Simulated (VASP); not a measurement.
Ga, 1 atom in the cell. The structure is tetragonal, space group I4/mmm (No. 139). Conventional cell: a = 2.769 Å, b = 2.769 Å, c = 4.622 Å, α = 90.00°, β = 90.00°, γ = 90.00°. Within 3.6 Å of Ga (site symmetry 4/mmm) lie 12 Ga at 2.77 to 3.03 Å. 

| Property | Result |
| --- | --- |
| Program | VASP 6.6.1 |
| Task | single point |
| Functional | PBE |
| Potentials or basis | VASP PAW PBE potentials, release 64 (Ga_d) |
| Cutoff | 520 eV |
| k mesh | 13 × 13 × 13 |
| Occupations | gaussian, width 0.026 eV |
| Spin | no spin polarisation |
| Dipole correction | no |
| Further INCAR settings | ALGO = Fast; EDIFF = 1e-07; NBANDS = 12 |

Potentials or basis: VASP PAW PBE potentials, release 64 (Ga_d).

Command:

```sh
$ cat potpaw_PBE.64/Ga_d/POTCAR > POTCAR
$ mpirun -np 1 vasp_std > vasp.out
```

Hardware: 1 thread of Intel(R) Xeon(R) 6975P-C (Granite Rapids), with other jobs on the host.

Question: How long does it take, and how much memory?

Answer: Run time: 16 s on 1 thread of Intel(R) Xeon(R) 6975P-C (Granite Rapids), on a shared host, peak memory 0.16 GiB. Counts: scf iterations 12, k points 196.
